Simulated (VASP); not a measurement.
Write the native input for VASP 6.6.1 that does the following.

- Task: single point
- Functional: PBE
- Potentials or basis: VASP PAW PBE potentials, release 64 (Be, H)
- Cutoff: 520 eV
- k mesh: 3 × 3 × 1
- Occupations: fermi-dirac, width 0.1 eV
- Spin: no spin polarisation
- Dipole correction: no
- Further INCAR settings: LREAL = Auto; ALGO = Normal; EDIFF = 1e-06; NBANDS = 48

The structure of Be27H lies in POSCAR:

```
Be27H
1.0
    6.8700000000      0.0000000000      0.0000000000
    3.4350000000      5.9495950000      0.0000000000
    0.0000000000      0.0000000000     14.5884300000
Be H
27 1
Direct
    0.0000000000      0.0000000000      0.0685474722
    0.3333333333      0.0000000000      0.0685474722
    0.6666666667      0.0000000000      0.0685474722
    0.0000000280      0.3333332773      0.0685474722
    0.3333333613      0.3333332773      0.0685474722
    0.6666666947      0.3333332773      0.0685474722
   -0.0000000280      0.6666667227      0.0685474722
    0.3333333053      0.6666667227      0.0685474722
    0.6666666387      0.6666667227      0.0685474722
   -0.1071790480      0.2184268005      0.1974893803
    0.2234985526      0.2223161408      0.1934947763
    0.5562363369      0.2196519259      0.1954522865
   -0.1087307860      0.5524024745      0.1966804516
    0.2238292069      0.5533267390      0.1947299332
    0.5559636886      0.5555194933      0.1963228394
   -0.1108194777      0.8875990719      0.1954229482
    0.2205855731      0.8882320561      0.1967324105
    0.5588812916      0.8873355245      0.1961208300
    0.0008787855     -0.0053677603      0.3233642003
    0.3382779051     -0.0082696385      0.3204684808
    0.6717620947     -0.0029565038      0.3227480270
    0.0002896280      0.3297412681      0.3232907859
    0.3376932764      0.3326670135      0.3222341952
    0.6676880941      0.3300890229      0.3239788654
    0.0035295331      0.6650140052      0.3235824554
    0.3354753041      0.6612060149      0.3228597594
    0.6698953051      0.6624230725      0.3237951582
    0.1768416469      1.1590471284      0.3875184650
```

These files were run (other wordings do the same):

INCAR

```
PREC = Accurate
ENCUT = 520
EDIFF = 1E-6
ISMEAR = -1
SIGMA = 0.1
LREAL = Auto
LASPH = T
NELM = 60
ALGO = Normal
ISIF = 2
LWAVE = F
LCHARG = T
GGA = PE
LELF = T
LVHAR = T
NBANDS = 48
```

KPOINTS

```
Automatic mesh
0
Gamma
  3 3 1
```

Potentials or basis: VASP PAW PBE potentials, release 64 (Be, H).

The run is started by

```console
$ cat potpaw_PBE.64/Be/POTCAR potpaw_PBE.64/H/POTCAR > POTCAR
$ mpirun -np 1 vasp_std > vasp.out
```

Results of the run:

```
Largest force : 0.150 eV/Å
```

Wall time 12 min on 1 thread of AMD EPYC 7571, on a shared host, peak memory 0.61 GiB.
